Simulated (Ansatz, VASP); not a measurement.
**TiO2 in VASP and in Ansatz**

The input INCAR:

```
SYSTEM = TiO2
PREC = Accurate ; ENCUT = 520
EDIFF = 1E-6 ; ISMEAR = 0
SIGMA = 0.01 ; LREAL = .False.
LASPH = .True. ; NELM = 80
ALGO = Normal ; ISIF = 2
LWAVE = .False. ; LCHARG = .False.
GGA = CA ; NBANDS = 33
```

Contents of KPOINTS:

```
Automatic mesh
0
Gamma
  6 6 8
  0 0 0
```

POSCAR

```
TiO2
1.0
    4.5254205720      0.0000000000      0.0000000000
    0.0000000000      4.5254205720      0.0000000000
    0.0000000000      0.0000000000      2.9269218741
Ti O
2 4
Direct
    0.0000000000      0.0000000000      0.0000000000
    0.5000000000      0.5000000000      0.5000000000
    0.3038295823      0.3038295823      0.0000000000
    0.1961704177      0.8038295823      0.5000000000
    0.6961704177      0.6961704177      0.0000000000
    0.8038295823      0.1961704177      0.5000000000
```

Input for Ansatz:

```yaml
crystal:
  lattice:
    - [4.52542057196, 0.0, 0.0]
    - [0.0, 4.52542057196, 0.0]
    - [0.0, 0.0, 2.92692187408]
  atoms:
    - { symbol: Ti, position: [0.0, 0.0, 0.0] }
    - { symbol: Ti, position: [0.5, 0.5, 0.5] }
    - { symbol: O, position: [0.30382958233, 0.30382958233, 0.0] }
    - { symbol: O, position: [0.19617041767, 0.80382958233, 0.5] }
    - { symbol: O, position: [0.69617041767, 0.69617041767, 0.0] }
    - { symbol: O, position: [0.80382958233, 0.19617041767, 0.5] }
kpoints:
  mp_grid: { grid: [6, 6, 8] }
scf:
  occupations: { method: fixed }
  convergence: { dr2_threshold: 1.0e-10 }
hamiltonian:
  xc: lda
  pseudopotentials: { kind: all_electron, lapw: { basis_error: 0.0005 } }
output:
  forces: true
  stress: true
  eigenstates:
    kpoints:
      - [0.0, 0.0, 0.0]
      - [0.0, 0.5, 0.5]
      - [0.5, 0.0, 0.5]
      - [0.5, 0.5, 0.0]
      - [0.0, 0.0, -0.5]
      - [-0.5, -0.5, -0.5]
      - [0.0, -0.5, 0.0]
      - [-0.5, 0.0, 0.0]
  eigenvalues: true
```

Change from the starting cell: film at in-plane strain -0.005.

Alike in both runs: task single point; functional LDA; k mesh 6 × 6 × 8; no spin polarisation.

|  | VASP | Ansatz |
| --- | --- | --- |
| version | VASP 6.6.1 | Ansatz 0.2.0 |
| potentials or method | VASP PAW LDA potentials, release 64 (Ti_sv, O), cutoff 520 eV | all-electron LAPW, scalar-relativistic |
| occupations | gaussian, width 0.01 eV | fixed |

|  | VASP | Ansatz | Ansatz less VASP |
| --- | --- | --- | --- |
| gap on the k mesh at the Fermi level (eV) | 1.83 | 1.85 | +0.025 |
| pressure (GPa) | 2.7 | 1.6 | -1.07 |
| traceless stress, the component that is largest in VASP (GPa) | -1.05 | -1.29 | -0.243 |
| rms of the force components (eV/Å) | 0.016 | 0.002 | -0.0136 |

LDA's correlation is that of Perdew and Zunger in VASP and of Perdew and Wang (1992) in Ansatz. Atom by atom the forces differ by 0.014 eV/Å (rms over components). Ansatz ran all-electron here, and VASP with PAW potentials. Ansatz's warnings: metallic iterate.
